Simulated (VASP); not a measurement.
Here is a VASP 6.6.1 calculation.

The input INCAR:

```
SYSTEM = KBr
ALGO = Normal
EDIFF = 1E-6
ENCUT = 520
GGA = PS
ISIF = 2
ISMEAR = -1
IVDW = 12
LASPH = .True.
LCHARG = .True.
LELF = .True.
LREAL = .False.
LVHAR = .True.
LWAVE = .False.
NBANDS = 15
NELM = 100
PREC = Accurate
SIGMA = 0.05
```

File KPOINTS:

```
k-points
0
Gamma
  7 7 7
  0 0 0
```

File POSCAR:

```
KBr
1.0
    0.0000000000      3.3000000000      3.3000000000
    3.3000000000      0.0000000000      3.3000000000
    3.3000000000      3.3000000000      0.0000000000
Br K
1 1
Direct
    0.5000000000      0.5000000000      0.5000000000
    0.0000000000      0.0000000000      0.0000000000
```

Potentials or basis: VASP PAW PBE potentials, release 64 (Br, K_sv).

Launch:

```sh
$ cat potpaw_PBE.64/Br/POTCAR potpaw_PBE.64/K_sv/POTCAR > POTCAR
$ mpirun -np 1 vasp_std > vasp.out
```

Question: Estimate the band gap on the k mesh.

Answer: 4.28 eV.

Question: What does it give for the dispersion energy per atom?

Answer: -0.206 eV.

Question: Estimate the pressure.

Answer: -1.2 GPa.

Caveat: three body term missing; the PAW data sets were made with another functional, which shifts forces and pressure a little.
